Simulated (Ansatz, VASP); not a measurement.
Ti in VASP and in Ansatz

```
Ti
1.0
     2.95000    0.00000    0.01106
    -1.47500    2.55477   -0.00553
     0.01757    0.00000    4.68600
Ti
2
Direct
  0.33333 0.66667 0.25000
  0.66667 0.33333 0.75000
```

Change from the starting cell: strain +0.0075 x Voigt [0, 0, 0, 0, 1, 0], atoms carried along.

Alike in both runs: task single point; functional PBE; k mesh 18 × 18 × 10; occupations gaussian, width 0.15 eV; no spin polarisation.

|  | VASP | Ansatz |
| --- | --- | --- |
| version | VASP 6.6.1 | Ansatz 0.2.0 |
| potentials or method | VASP PAW PBE potentials, release 64 (Ti_sv), cutoff 520 eV | scalar-relativistic, plane waves, PAW |
| valence electrons in the cell | 24 | 24 |

```csv
,VASP,Ansatz,Ansatz less VASP
gap on the k mesh at the Fermi level (eV),none,none,-
pressure (GPa),-2.1,-1.6,+0.51
"traceless stress, the component that is largest in VASP (GPa)",-0.31,-0.31,-0.002
```

A gap of «none» marks a metal or a gap that the smearing closes.
